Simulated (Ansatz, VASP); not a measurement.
**MgO: VASP beside Ansatz**

```
Mg O
1.0
     4.27030    0.00000    0.00000
     0.00000   -4.27030    0.00000
     0.00000    0.00000   -4.27030
Mg O
4 4
Direct
  0.99338 0.50662 0.50000
  0.50000 0.00000 0.50000
  0.50000 0.50000 0.00000
  0.00000 0.00000 0.00000
  0.50000 0.00000 0.00000
  0.00000 0.50000 0.00000
  0.00000 0.00000 0.50000
  0.50000 0.50000 0.50000
```

Alike in both runs: task single point; functional PBEsol; k mesh 6 × 6 × 6; occupations gaussian, width 0.05 eV; no spin polarisation.

|  | VASP | Ansatz |
| --- | --- | --- |
| version | VASP 6.6.1 | Ansatz 0.2.0 |
| potentials or method | VASP PAW PBE potentials, release 64 (Mg, O), cutoff 520 eV | scalar-relativistic, plane waves, PAW |
| valence electrons in the cell | 32 | 64 |

Ansatz gave:

```
gap on the k mesh at the Fermi level (eV) : 4.25
least direct gap on the mesh (eV)         : 4.25
pressure (GPa)                            : -5.7
rms of the force components (eV/Å)        : 0.077
```

What did VASP give for the same quantities?

gap on the k mesh at the Fermi level (eV): 4.25; least direct gap on the mesh (eV): 4.25; pressure (GPa): -6.3; rms of the force components (eV/Å): 0.078.

VASP's potentials were made for PBE, not for PBEsol. Atom by atom the forces differ by 0.001 eV/Å (rms over components). VASP's potentials hold 32 valence electrons a cell and Ansatz's 64, so a difference there can come from the potentials and not from the codes.
